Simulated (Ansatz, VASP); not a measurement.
**WS2 in VASP and in Ansatz**

```xyz
3
Lattice="3.1697 0.0000 0.0000 -1.5849 2.7451 0.0000 0.0000 0.0000 16.9263" Properties=species:S:1:pos:R:3 pbc="T T T"
W     0.0000    1.8300    0.0000
S     1.5849    0.9150   15.3638
S     1.5849    0.9150    1.5626
```

Alike in both runs: task single point; functional r2SCAN; k mesh 12 × 12 × 2; no spin polarisation.

|  | VASP | Ansatz |
| --- | --- | --- |
| version | VASP 6.6.1 | Ansatz 0.2.0 |
| potentials or method | VASP PAW PBE potentials, release 64 (W_sv, S) | plane waves, PAW |
| plane-wave cutoff (eV) | 520 | 500 |
| occupations | gaussian, width 0.01 eV | fixed |
| valence electrons in the cell | 26 | 26 |

Ansatz gave:

```
gap on the k mesh at the Fermi level (eV) : 1.97
rms of the force components (eV/Å)        : 0.004
```

Task: Which values does VASP return?

Result: gap on the k mesh at the Fermi level (eV): 1.98; rms of the force components (eV/Å): 0.014.

VASP's potentials were made for PBE, not for r2SCAN. Atom by atom the forces differ by 0.010 eV/Å (rms over components).

Neither program's run includes spin-orbit coupling.
